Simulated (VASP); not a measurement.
A run of VASP 6.6.1:

Contents of POSCAR:

```
Ta
1.0
   -1.6512800000      1.6512800000      1.6512800000
    1.6512800000     -1.6512800000      1.6512800000
    1.6512800000      1.6512800000     -1.6512800000
Ta
1
Direct
    0.0000000000      0.0000000000      0.0000000000
```

The input INCAR.step1:

```
PREC = Accurate
ENCUT = 600
EDIFF = 1E-5
ISMEAR = -1
SIGMA = 0.05
LREAL = F
LASPH = T
NELM = 60
ALGO = Normal
LWAVE = T
LCHARG = F
GGA = PE
NBANDS = 12
```

INCAR.step2

```
PREC = Accurate
ENCUT = 600
EDIFF = 1E-7
ISMEAR = -1
SIGMA = 0.05
LREAL = F
LASPH = T
NELM = 60
ALGO = Normal
ISIF = 3
LWAVE = F
LCHARG = F
GGA = PE
LHFCALC = T
AEXX = 1.0
ALDAC = 0.0
AGGAC = 0.0
PRECFOCK = Normal
IBRION = 2
NSW = 60
EDIFFG = -0.01
ISTART = 1
```

The input KPOINTS:

```
regular mesh
0
Gamma
  6 6 6
```

Potentials or basis: VASP PAW PBE potentials, release 64 (Ta_pv).

Run with:

```sh
$ cat potpaw_PBE.64/Ta_pv/POTCAR > POTCAR
$ cp INCAR.step1 INCAR
$ mpirun -np 1 vasp_std > vasp.out
$ cp INCAR.step2 INCAR
$ mpirun -np 1 vasp_std > vasp.out
```

Hardware: 1 thread of AMD EPYC 9R45 (Zen 5) (shared host).

Task: How long does it take, and how much memory?

Result: Wall time 32 min on 1 thread of AMD EPYC 9R45 (Zen 5), with other jobs on the host, peak memory 0.14 GiB. Counts: k points 16, ion steps 4.
